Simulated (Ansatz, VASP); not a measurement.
One calculation of Al2Ru, two programs

The input INCAR:

```
SYSTEM = Al2Ru
ALGO     = Fast           ! electronic algorithm
EDIFF    = 1E-6           ! SCF threshold, eV
ENCUT    = 520            ! plane-wave cutoff, eV
GGA      = PS             ! functional
ISIF     = 2              ! what is computed and relaxed
ISMEAR   = 0              ! smearing method
LASPH    = .True.         ! aspherical terms in the spheres
LCHARG   = .False.        ! write CHGCAR
LREAL    = .False.        ! projectors in reciprocal space
LWAVE    = .False.        ! write WAVECAR
NBANDS   = 17             ! bands
NELM     = 60             ! most SCF steps
PREC     = Accurate       ! precision mode
SIGMA    = 0.15           ! smearing width, eV
```

The input KPOINTS:

```
k-points
0
Gamma
  20 20 20
  0 0 0
```

The input POSCAR:

```
Al2Ru
1.0
   -1.6811475493      1.6811475493      4.5362115427
    1.6811475493     -1.6811475493      4.5362115427
    1.6811475493      1.6811475493     -4.5362115427
Al Ru
2 1
Direct
    0.6590805105      0.6590805105      0.0000000000
    0.3409194895      0.3409194895      0.0000000000
    0.0000000000      0.0000000000      0.0000000000
```

Input for Ansatz:

```yaml
crystal:
  lattice:
    - [-1.6811475493, 1.6811475493, 4.5362115427]
    - [1.6811475493, -1.6811475493, 4.5362115427]
    - [1.6811475493, 1.6811475493, -4.5362115427]
  atoms:
    - { symbol: Al, position: [0.6590805105, 0.6590805105, 0.0] }
    - { symbol: Al, position: [0.3409194895, 0.3409194895, 0.0] }
    - { symbol: Ru, position: [0.0, 0.0, 0.0] }
basis:
  ecutwfc: 420
kpoints:
  mp_grid: { grid: [20, 20, 20] }
hamiltonian:
  xc: pbesol
  pseudopotentials: { kind: paw, azcp: { folder: soft_1 } }
scf:
  occupations: { method: gaussian, width: 0.15 }
  lower_state_search: "off"
output:
  forces: true
  stress: true
  eigenvalues: true
```

Alike in both runs: task single point; functional PBEsol; k mesh 20 × 20 × 20; occupations gaussian, width 0.15 eV; no spin polarisation.

|  | VASP | Ansatz |
| --- | --- | --- |
| version | VASP 6.6.1 | Ansatz 0.2.0 |
| potentials or method | VASP PAW PBE potentials, release 64 (Al, Ru_pv), cutoff 520 eV | scalar-relativistic, plane waves, PAW |
| valence electrons in the cell | 20 | 22 |

Ansatz gave:

| Quantity | Value |
| --- | --- |
| gap on the k mesh at the Fermi level (eV) | none |
| pressure (GPa) | -24.9 |
| traceless stress, the component that is largest in VASP (GPa) | -0.92 |
| rms of the force components (eV/Å) | 0.253 |

Question: Estimate VASP's values.

Answer: gap on the k mesh at the Fermi level (eV): none; pressure (GPa): -24.9; traceless stress, the component that is largest in VASP (GPa): -0.92; rms of the force components (eV/Å): 0.252.

VASP's potentials were made for PBE, not for PBEsol, and Ansatz warns of the same on its side. Atom by atom the forces differ by 0.001 eV/Å (rms over components). A gap of «none» marks a metal or a gap that the smearing closes. VASP's potentials hold 20 valence electrons a cell and Ansatz's 22, so a difference there can come from the potentials and not from the codes.
